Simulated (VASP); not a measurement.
## CdI2: relaxation of cell and atoms with PBE+D3(BJ)

Crystal: CdI2.

```
Cd I
1.0
     4.28935    0.00000    0.00000
    -2.14468    3.71469    0.00000
     0.00000    0.00000   36.37279
Cd I
5 10
Cartesian
  2.1447 1.2382 29.1036
  0.0000 0.0000 14.5515
  0.0000 2.4765 7.2692
  0.0000 0.0000 21.8213
  0.0000 0.0000 0.0000
  2.1447 1.2382 34.6517
  0.0000 2.4765 1.7211
  2.1447 1.2382 5.5490
  0.0000 2.4765 16.2699
  0.0000 2.4765 30.8238
  2.1447 1.2382 12.8280
  0.0000 0.0000 27.3814
  0.0000 2.4765 23.5448
  2.1447 1.2382 20.1029
  0.0000 0.0000 8.9914
```

- Program: VASP 6.6.1
- Task: relaxation of cell and atoms
- Functional: PBE
- Dispersion: D3(BJ)
- Potentials or basis: VASP PAW PBE potentials, release 64 (Cd, I)
- Cutoff: 500 eV
- k mesh: 6 × 6 × 1
- Occupations: fermi-dirac, width 0.02 eV
- Spin: no spin polarisation
- Dipole correction: no
- Further INCAR settings: ALGO = Normal; EDIFF = 1e-07; IBRION = 2; EDIFFG = -0.005; NSW = 80; ISIF = 3

```yaml
Relaxed_volume: 35.56 Å³/atom
Relaxed_cell: a = 4.250 Å, b = 4.250 Å, c = 34.090 Å, α = 90.00°, β = 90.00°, γ = 120.00°
Space_group_after_relaxing_to_0.1_Å: P-3m1 (No. 164)
Energy_gained_by_relaxing: 10.0 meV/atom
Ionic_steps: 22
Pressure_after_relaxing: 0.0 GPa
Band_gap_on_the_k_mesh: 2.25 eV (least direct gap 2.38 eV)
Dispersion_energy_per_atom: -0.334 eV
```

Forces on the atoms (eV/Å):
```
Cd   0.000  0.000 -0.001
Cd   0.000  0.000 -0.001
Cd   0.000  0.000  0.001
Cd   0.000  0.000  0.001
Cd   0.000  0.000  0.000
I    0.000  0.000 -0.002
I    0.000  0.000  0.002
I    0.000  0.000  0.000
I    0.000  0.000  0.001
I    0.000  0.000  0.000
I    0.000  0.000 -0.001
I    0.000  0.000 -0.002
I    0.000  0.000  0.001
I    0.000  0.000 -0.001
I    0.000  0.000  0.002
```

The path:
| step | energy change (eV) | largest force (eV/Å) | pressure (GPa) | volume (Å³) |
| --- | --- | --- | --- | --- |
| 1 | 0.0000 | 0.0602 | -0.62 | 579.55 |
| 2 | -0.0279 | 0.1696 | -0.01 | 567.05 |
| 3 | -0.0281 | 0.1811 | 0.06 | 565.80 |
| 4 | -0.0434 | 0.1598 | 0.05 | 563.04 |
| 5 | -0.0801 | 0.1108 | 0.05 | 554.81 |
| 6 | -0.1085 | 0.0516 | 0.09 | 538.59 |
| 7 | -0.1283 | 0.0507 | -0.01 | 536.67 |
| 8 | -0.1431 | 0.0666 | -0.14 | 533.65 |
| 9 | -0.1437 | 0.0766 | -0.16 | 532.89 |
| 10 | -0.1466 | 0.0112 | 0.21 | 527.88 |
| 11 | -0.1476 | 0.0217 | 0.08 | 529.56 |
| 12 | -0.1489 | 0.0160 | 0.03 | 530.90 |
| 13 | -0.1491 | 0.0141 | -0.01 | 531.69 |
| 14 | -0.1491 | 0.0142 | 0.00 | 531.63 |
| 15 | -0.1493 | 0.0081 | 0.01 | 531.68 |
| 16 | -0.1494 | 0.0031 | 0.03 | 531.72 |
| 17 | -0.1494 | 0.0092 | 0.06 | 531.80 |
| 18 | -0.1494 | 0.0045 | 0.05 | 531.76 |
| 19 | -0.1495 | 0.0042 | 0.04 | 532.01 |
| 20 | -0.1496 | 0.0031 | 0.01 | 532.76 |
| 21 | -0.1496 | 0.0018 | -0.04 | 534.25 |
| 22 | -0.1497 | 0.0025 | -0.01 | 533.36 |

Final structure:
```xyz
15
Lattice="4.2504 0.0000 0.0000 -2.1252 3.6810 0.0000 0.0000 0.0000 34.0897" Properties=species:S:1:pos:R:3 pbc="T T T"
Cd    2.1252    1.2270   27.2748
Cd    0.0000    0.0000   13.6363
Cd    0.0000    2.4540    6.8149
Cd    0.0000    0.0000   20.4533
Cd    0.0000    0.0000    0.0000
I     2.1252    1.2270   32.3603
I     0.0000    2.4540    1.7294
I     2.1252    1.2270    5.0846
I     0.0000    2.4540   15.3659
I     0.0000    2.4540   29.0051
I     2.1252    1.2270   11.9056
I     0.0000    0.0000   25.5453
I     0.0000    2.4540   22.1841
I     2.1252    1.2270   18.7237
I     0.0000    0.0000    8.5443
```

Levels at points of the mesh, in eV from the valence-band top:
| k point | band 61 | band 62 | band 63 | band 64 | band 65 | band 66 | band 67 | band 68 | band 69 | band 70 |
| --- | --- | --- | --- | --- | --- | --- | --- | --- | --- | --- |
| (0.00, 0.00, 0.00) | -0.10 | -0.03 | -0.03 | -0.02 | -0.02 | 2.40 | 2.86 | 2.86 | 3.49 | 3.50 |
| (0.50, 0.00, 0.00) | -0.41 | -0.36 | -0.25 | -0.25 | -0.13 | 2.25 | 2.27 | 2.44 | 2.49 | 2.62 |

It took 59 min on 1 thread of Intel(R) Xeon(R) 6975P-C (Granite Rapids), with other jobs on the host, peak memory 0.78 GiB.

Caveat: spin-orbit coupling is left out, which moves the levels of the heavy elements. A k mesh can miss the band edges.
